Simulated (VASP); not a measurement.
Wanted: the native input for a VASP 6.6.1 run.

- Task: single point
- Functional: PBEsol
- Potentials or basis: VASP PAW PBE potentials, release 64 (Sn_d)
- Cutoff: 520 eV
- k mesh: 22 × 22 × 22
- Occupations: gaussian, width 0.15 eV
- Spin: no spin polarisation
- Dipole correction: no
- Further INCAR settings: ALGO = Fast; EDIFF = 1e-07; NBANDS = 13

The structure of Sn lies in POSCAR:

```
Sn
1.0
   -1.8255851467      1.8255851467      1.9660147734
    1.8255851467     -1.8255851467      1.9660147734
    1.8255851467      1.8255851467     -1.9660147734
Sn
1
Direct
    0.0000000000      0.0000000000      0.0000000000
```

This cell differs from its parent crystal: strain -0.025 along x and y, +0.050 along z.

The input as run:

INCAR

```
PREC     = Accurate       # precision mode
ENCUT    = 520            # plane-wave cutoff, eV
EDIFF    = 1E-7           # SCF threshold, eV
ISMEAR   = 0              # smearing method
SIGMA    = 0.15           # smearing width, eV
LREAL    = False          # projectors in reciprocal space
LASPH    = True           # aspherical terms in the spheres
NELM     = 100            # most SCF steps
ALGO     = Fast           # electronic algorithm
ISIF     = 2              # what is computed and relaxed
LWAVE    = False          # write WAVECAR
LCHARG   = True           # write CHGCAR
GGA      = PS             # functional
LELF     = True           # ELF
LVHAR    = True         
NBANDS   = 13             # bands
```

KPOINTS

```
regular mesh
0
Gamma
  22 22 22
```

Potentials or basis: VASP PAW PBE potentials, release 64 (Sn_d).

The run is started by

```bash
$ cat potpaw_PBE.64/Sn_d/POTCAR > POTCAR
$ mpirun -np 1 vasp_std > vasp.out
```

Results of the run:

| Item | Value |
| --- | --- |
| Pressure | -0.1 GPa |
| Band gap on the k mesh | zero (bands 7 and 8 overlap by 10.55 eV) |

Caveat: the cell differs from its parent crystal (strain -0.025 along x and y, +0.050 along z); the PAW data sets were made with another functional, which shifts forces and pressure a little; spin-orbit coupling is left out, which moves the levels of the heavy elements.

It took 2.5 min on 1 thread of AMD EPYC 9R45 96-Core Processor (Zen 5) (shared host), peak memory 0.33 GiB.
